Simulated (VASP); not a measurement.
# P (P4/mmm) in VASP: single point with PBEsol+D3(BJ)

Aim: the single point of P with PBEsol+D3(BJ).

Everything below comes from runs of VASP 6.6.1. Logs are shortened: lines on timing, memory, paths and dates and some standing lists are left out, and cuts for length are marked.

### Step 1. The cell of the first run

It takes space group P4/mmm (No. 123, tetragonal). The conventional cell has a = 4.331 Å, b = 4.331 Å, c = 4.260 Å, α = 90.00°, β = 90.00°, γ = 90.00°. Within 5.6 Å of P (site symmetry 4/mmm) lie 6 P at 4.26 to 4.33 Å.

### Step 2. Single point, PBEsol+D3(BJ)

INCAR

```
PREC = Accurate
ENCUT = 520
EDIFF = 1E-7
ISMEAR = 0
SIGMA = 0.15
LREAL = False
LASPH = True
NELM = 100
ALGO = Normal
ISIF = 2
LWAVE = False
LCHARG = False
GGA = PS
IVDW = 12
NBANDS = 8
```

KPOINTS

```
Automatic mesh
0
Gamma
  12 12 12
```

POSCAR

```
P
1.0
    4.3314450751      0.0000000000      0.0000000000
    0.0000000000      4.3314450751      0.0000000000
    0.0000000000      0.0000000000      4.2604608539
P
1
Direct
    0.0000000000      0.0000000000      0.0000000000
```

Potentials or basis: VASP PAW PBE potentials, release 64 (P).

Started as:

```sh
> cat potpaw_PBE.64/P/POTCAR > POTCAR
> mpirun -np 1 vasp_std > vasp.out
```

OUTCAR:

```text
PREC = Accurate
   ENCUT = 520
   EDIFF = 1E-7
   ISMEAR = 0
   LREAL = False
   LASPH = True
   NELM = 100
   ISIF = 2
   GGA = PS
   IVDW = 12
 IVDW          = 12

 ion  position               nearest neighbor table
   1  0.000  0.000  0.000-

  LATTYP: Found a simple tetragonal cell.
 ALAT       =     4.3314450751
 C/A-ratio  =     0.9836118847

  Lattice vectors:

 A1 = (   4.3314450751,   0.0000000000,   0.0000000000)
 A2 = (   0.0000000000,   4.3314450751,   0.0000000000)
 A3 = (   0.0000000000,   0.0000000000,   4.2604608539)

Analysis of symmetry for initial positions (statically):
=====================================================================
 Subroutine PRICEL returns:
 Original cell was already a primitive cell.

 Routine SETGRP: Setting up the symmetry group for a
 simple tetragonal supercell.

 Subroutine GETGRP returns: Found 16 space group operations
 (whereof 16 operations were pure point group operations)
 out of a pool of 16 trial point group operations.

The static configuration has the point symmetry D_4h.

Analysis of symmetry for dynamics (positions and initial velocities):
=====================================================================
 Subroutine PRICEL returns:
 Original cell was already a primitive cell.

 Routine SETGRP: Setting up the symmetry group for a
 simple tetragonal supercell.

 Subroutine GETGRP returns: Found 16 space group operations
 (whereof 16 operations were pure point group operations)
 out of a pool of 16 trial point group operations.

The dynamic configuration has the point symmetry D_4h.

 Subroutine INISYM returns: Found 16 space group operations
 (whereof 16 operations are pure point group operations),
 and found     1 'primitive' translations

----------------------------------------------------------------------------------------

                                     Primitive cell

  volume of cell :      79.9323

  direct lattice vectors                    reciprocal lattice vectors
     4.331445075  0.000000000  0.000000000     0.230869833  0.000000000  0.000000000
     0.000000000  4.331445075  0.000000000     0.000000000  0.230869833  0.000000000
     0.000000000  0.000000000  4.260460854     0.000000000  0.000000000  0.234716392

  length of vectors
     4.331445075  4.331445075  4.260460854     0.230869833  0.230869833  0.234716392

  position of ions in fractional coordinates (direct lattice)
     0.000000000  0.000000000  0.000000000

  ion indices of the primitive-cell ions
   primitive index   ion index
                 1           1

----------------------------------------------------------------------------------------

 KPOINTS: Automatic mesh

Automatic generation of k-mesh.
 Grid dimensions read from file:
 generate k-points for:   12   12   12

 Generating k-lattice:

  Cartesian coordinates                     Fractional coordinates (reciprocal lattice)
     0.019239153  0.000000000  0.000000000     0.083333333  0.000000000  0.000000000
     0.000000000  0.019239153  0.000000000     0.000000000  0.083333333  0.000000000
     0.000000000  0.000000000  0.019559699     0.000000000  0.000000000  0.083333333

  Length of vectors
     0.019239153  0.019239153  0.019559699

  Shift w.r.t. Gamma in fractional coordinates (k-lattice)
     0.000000000  0.000000000  0.000000000

 Subroutine IBZKPT returns following result:
 ===========================================

 Found    196 irreducible k-points:

 Following reciprocal coordinates:
            Coordinates               Weight
  0.000000  0.000000  0.000000      1.000000
  0.083333  0.000000  0.000000      4.000000
  0.166667  0.000000  0.000000      4.000000
  0.250000  0.000000  0.000000      4.000000
  0.333333  0.000000  0.000000      4.000000
  0.416667  0.000000  0.000000      4.000000
[... 16 lines left out ...]
  0.333333  0.333333  0.000000      4.000000
  0.416667  0.333333  0.000000      8.000000
 [... further k-points ...]
   k-points           NKPTS =    196   k-points in BZ     NKDIM =    196   number of bands    NBANDS=      8
   number of dos      NEDOS =    301   number of ions     NIONS =      1
   total plane-waves  NPLWV =  32768
   dimension x,y,z NGX =    32 NGY =   32 NGZ =   32
   dimension x,y,z NGXF=    64 NGYF=   64 NGZF=   64
   ions per type =               1
   NGX,Y,Z   is equivalent  to a cutoff of  12.28, 12.28, 12.49 a.u.
   NGXF,Y,Z  is equivalent  to a cutoff of  24.56, 24.56, 24.97 a.u.
 SYSTEM =  unknown system
   PREC   = accura    normal or accurate (medium, high low for compatibility)
   ISTART =      0    job   : 0-new  1-cont  2-samecut
   ICHARG =      2    charge: 1-file 2-atom 10-const
   ISPIN  =      1    spin polarized calculation?
   LNONCOLLINEAR =      F non collinear calculations
   LSORBIT =      F    spin-orbit coupling
   LASPH  =      T    aspherical Exc in radial PAW
   ENCUT  =  520.0 eV  38.22 Ry    6.18 a.u.   8.05  8.05  7.92*2*pi/ulx,y,z
   NELM   =    100;   NELMIN=  2; NELMDL= -5     # of ELM steps
   EDIFF  = 0.1E-06   stopping-criterion for ELM
   LREAL  =      F    real-space projection
   EDIFFG = 0.1E-05   stopping-criterion for IOM
   NSW    =      0    number of steps for IOM
   IBRION =     -1    ionic relax: 0-MD 1-quasi-New 2-CG
   NFREE  =      0    steps in history (QN), initial steepest desc. (CG)
   ISIF   =      2    stress and relaxation
   ISYM   =      2    0-nonsym 1-usesym 2-fastsym
   POTIM  = 0.5000    time-step for ionic-motion
   TEBEG  =    0.0;   TEEND  =   0.0 temperature during run
   PSTRESS=    0.0 pullay stress
   NELECT =       5.0000    total number of electrons
   NUPDOWN=      -1.0000    fix difference up-down
   EMIN   =  10.00;   EMAX   =-10.00  energy-range for DOS
   EFERMI =   0.00;   METHOD = LEGACY
   ISMEAR =     0;   SIGMA  =   0.15  broadening in eV -4-tet -1-fermi 0-gaus
   EFERMI_NEDOS =   21; number of points for ismear=-14 and -15
   IALGO  =     38    algorithm
   IMIX   =      4    mixing-type and parameters
     AMIX     =   0.40;   BMIX     =  1.00
     AMIX_MAG =   1.60;   BMIX_MAG =  1.00
  volume/ion in A,a.u.               =      79.93       539.41
  Fermi-wavevector in a.u.,A,eV,Ry     =   0.649866  1.228069  5.746099  0.422326
  Thomas-Fermi vector in A             =   1.718961
   LORBIT       =      0    0 simple, 1 ext, 2 COOP (PROOUT), +10 PAW based schemes
   GGA     = PS    functional components
   LHFCALC =     F    Hartree Fock is set to
   AEXX    =    0.0000 exact exchange contribution
   IVDW    =    12    specifies the selected vdW correction
   LEPSILON=     F    determine dielectric tensor
   LRPA    =     F    only Hartree local field effects (RPA)
 non-spin polarized calculation
 Gauss-broadening in eV      SIGMA  =   0.15
  energy-cutoff  :      520.00
  volume of cell :       79.93
 maximum number of plane-waves:      2208
   NGX = 17   NGY = 17   NGZ = 15

 number of electron       4.9999998 magnetization

 Free energy of the ion-electron system (eV)
  ---------------------------------------------------
  ext. energy  EPLUGINS =         0.00000000
  ---------------------------------------------------
  free energy    TOTEN  =        -1.18778301 eV

  energy without entropy =       -1.14982359  energy(sigma->0) =       -1.16880330

 E-fermi :  -3.0800     XC(G=0):  -5.0526

 val. band max:       -3.0805777082   @ k =   0.2500   0.0000   0.4167
 cond. band min:      -3.0770404168   @ k =   0.5000   0.0000   0.2500
 fundamental gap:      0.0035372914
 Fermi energy:        -3.0799604508

 k-point     1 :       0.0000    0.0000    0.0000
  band No.  band energies     occupation
      1     -11.8102      2.00000
      2      -2.5851      0.00000
      3      -2.5851      0.00000
      4      -2.5091      0.00000
      5       1.5510      0.00000
      6       4.3720      0.00000
      7       4.4312      0.00000
      8       8.9392      0.00000

 k-point     2 :       0.0833    0.0000    0.0000
  band No.  band energies     occupation
      1     -11.8003      2.00000
      2      -2.6986      0.00032
      3      -2.5764      0.00000
      4      -2.5007      0.00000
      5       1.6681      0.00000
      6       4.4403      0.00000
      7       4.5021      0.00000
      8       8.5086      0.00000

 k-point     3 :       0.1667    0.0000    0.0000
  band No.  band energies     occupation
      1     -11.7731      2.00000
      2      -2.9801      0.34634
      3      -2.5524      0.00000
      4      -2.4774      0.00000
      5       1.9662      0.00000
      6       4.5508      0.00000
      7       4.7530      0.00000
      8       7.8838      0.00000

 k-point     4 :       0.2500    0.0000    0.0000
  band No.  band energies     occupation
      1     -11.7350      2.00000
      2      -3.3159      1.97388
      3      -2.5189      0.00000
      4      -2.4449      0.00000
      5       2.3553      0.00000
      6       4.7045      0.00000
      7       4.9813      0.00000
      8       7.3315      0.00000

 k-point     5 :       0.3333    0.0000    0.0000
  band No.  band energies     occupation
      1     -11.6959      2.00000
      2      -3.6132      2.00000
      3      -2.4847      0.00000
      4      -2.4118      0.00000
      5       2.7797      0.00000
      6       4.8786      0.00000
      7       4.9323      0.00000
      8       6.9084      0.00000
[... 177 lines left out ...]
 k-point    22 :       0.5000    0.2500    0.0000
  band No.  band energies     occupation
      1     -11.5862      2.00000
      2      -3.7511      2.00000
      3      -3.0873      1.05512
      4      -2.3206      0.00000
      5       3.5164      0.00000
      6       4.2682      0.00000
      7       5.9256      0.00000
      8       6.4135      0.00000

 k-point    23 :       0.3333    0.3333    0.0000
  band No.  band energies     occupation
      1     -11.5879      2.00000
      2      -3.4613      1.99968
      3      -3.3890      1.99643
      4      -2.3221      0.00000
      5       3.2832      0.00000
      6       4.4619      0.00000
      7       6.1826      0.00000
      8       6.4282      0.00000

 k-point    24 :       0.4167    0.3333    0.0000
  band No.  band energies     occupation
      1     -11.5604      2.00000
      2      -3.6155      2.00000
      3      -3.3740      1.99443
      4      -2.2994      0.00000
      5       3.1777      0.00000
      6       4.5696      0.00000
      7       6.3151      0.00000
      8       6.5084      0.00000

 [... further k-points ...]

------------------------ aborting loop because EDIFF is reached ----------------------------------------

 Edisp (eV)   -0.08087

 E8    (eV) :    -0.0477

  FORCE on cell =-STRESS in cart. coord.  units (eV):
  Direction    XX          YY          ZZ          XY          YZ          ZX
  --------------------------------------------------------------------------------------
  -------------------------------------------------------------------------------------
  Total      -1.97223    -1.97223    -2.11200     0.00000     0.00000     0.00000
  in kB     -39.53180   -39.53180   -42.33326     0.00000     0.00000     0.00000
  external pressure =      -40.47 kB  Pullay stress =        0.00 kB

 VOLUME and BASIS-vectors are now :
 -----------------------------------------------------------------------------
  energy-cutoff  :      520.00
  volume of cell :       79.93
      direct lattice vectors                 reciprocal lattice vectors
     4.331445075  0.000000000  0.000000000     0.230869833  0.000000000  0.000000000
     0.000000000  4.331445075  0.000000000     0.000000000  0.230869833  0.000000000
     0.000000000  0.000000000  4.260460854     0.000000000  0.000000000  0.234716392

 POSITION                                       TOTAL-FORCE (eV/Angst)
 -----------------------------------------------------------------------------------
      0.00000      0.00000      0.00000         0.000000      0.000000      0.000000
 -----------------------------------------------------------------------------------
    total drift:                                0.000000     -0.000000      0.000000

  FREE ENERGIE OF THE ION-ELECTRON SYSTEM (eV)
  ---------------------------------------------------
  free  energy   TOTEN  =        -1.2686516638 eV

  energy  without entropy=       -1.2306922373  energy(sigma->0) =       -1.24967195
```

Wall time 92 s (1 thread of Intel Xeon 8259CL, shared host); peak memory 0.25 GiB.

What came out:

```
Free energy                : -1.2687 eV
Pressure                   : -4.0 GPa
Band gap on the k mesh     : zero (an odd number of electrons rules out a gap without spin polarisation)
Dispersion energy per atom : -0.081 eV
```

Caveat: the cell stands under tension; the atoms stand far beyond bonding distance, and open shells without spin polarisation read as a metal; the PAW data sets were made with another functional, which shifts forces and pressure a little.
